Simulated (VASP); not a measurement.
Runs of VASP 6.6.1 on Mg. The structure is that of space group Fm-3m (No. 225), or close to it. The cells are those of the table. This isn't the form of Mg at room conditions, which is hcp.

| task | cell | gap on the mesh (eV) | pressure (GPa) |
| --- | --- | --- | --- |
| electric field gradients | a = 3.163 Å, angles 60.0°, 1 atom | none | -1.3 |
| single point | a = 3.190, b = 3.190, c = 3.174 Å, angles 60.2, 60.2, 59.7°, 1 atom | none | -2.0 |
| single point | a = 3.206, b = 3.206, c = 3.237 Å, angles 59.7, 59.7, 60.7°, 1 atom | none | -2.9 |
| single point | a = 3.163 Å, angles 60.0°, 1 atom | none | -1.3 |
| electric field gradients | a = 3.206, b = 3.206, c = 3.237 Å, angles 59.7, 59.7, 60.7°, 1 atom | none | -2.9 |
| electric field gradients | a = 3.206, b = 3.206, c = 3.174 Å, angles 60.3, 60.3, 59.3°, 1 atom | none | (a) |
| single point | a = 3.127, b = 3.127, c = 3.079 Å, angles 60.5, 60.5, 59.0°, 1 atom | none | 0.6 |
| electric field gradients | a = 3.131 Å, angles 60.0°, 1 atom | none | -0.2 |

Alike in all rows: level LDA; potentials or basis VASP PAW LDA potentials, release 64 (Mg); no spin polarisation; k mesh 16 × 16 × 16; cutoff (eV) 520; smearing fermi-dirac 0.03 eV.

Q: Fill in the values left out.

A: (a) -2.3.

A gap of «none» marks levels without a gap at the run's occupations.
